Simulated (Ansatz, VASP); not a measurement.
## MgB2: VASP beside Ansatz

```xyz
3
Lattice="3.0755 0.0000 0.0000 -1.5377 2.6634 0.0000 0.0000 0.0000 3.5259" Properties=species:S:1:pos:R:3 pbc="T T T"
Mg    0.0000    0.0000    0.0000
B     0.0000    1.7756    1.7629
B     1.5377    0.8878    1.7629
```

Alike in both runs: functional PBE; k mesh 15 × 15 × 12; occupations fermi-dirac, width 0.15 eV; no spin polarisation.

Ansatz relaxed the structure, and its values are those at the end. VASP's run is a single point on that final structure, the one shown.

|  | VASP | Ansatz |
| --- | --- | --- |
| version | VASP 6.6.1 | Ansatz 0.2.0 |
| potentials or method | VASP PAW PBE potentials, release 64 (Mg, B), cutoff 520 eV | scalar-relativistic, plane waves, PAW |
| valence electrons in the cell | 8 | 16 |

Ansatz gave:

* gap on the k mesh at the Fermi level (eV): none
* pressure (GPa): 0.0

Problem. Which values does VASP return?

Solution. gap on the k mesh at the Fermi level (eV): none; pressure (GPa): -0.3.

A gap of «none» marks a metal or a gap that the smearing closes. VASP's potentials hold 8 valence electrons a cell and Ansatz's 16, so a difference there can come from the potentials and not from the codes.
